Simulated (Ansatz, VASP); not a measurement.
One calculation of Mg3SnO, two programs

```
Sn O Mg
1.0
     4.29921    0.00000    0.00000
     0.00000    4.29921    0.00000
     0.00000    0.00000    4.29921
Sn O Mg
1 1 3
Direct
  0.00000 0.00000 0.00000
  0.50000 0.50000 0.50000
  0.50000 0.50000 0.00000
  0.50000 0.00000 0.50000
  0.00000 0.50000 0.50000
```

Alike in both runs: task single point; functional PBE; k mesh 6 × 6 × 6; occupations fermi-dirac, width 0.02 eV; no spin polarisation.

|  | VASP | Ansatz |
| --- | --- | --- |
| version | VASP 6.6.1 | Ansatz 0.2.0 |
| potentials or method | VASP PAW PBE potentials, release 64 (Sn_d, O, Mg) | plane waves, PAW |
| plane-wave cutoff (eV) | 520 | 420 |
| valence electrons in the cell | 26 | 50 |

```tsv
	VASP	Ansatz	Ansatz less VASP
pressure (GPa)	4.7	5.0	+0.35
```

VASP's potentials hold 26 valence electrons a cell and Ansatz's 50, so a difference there can come from the potentials and not from the codes.
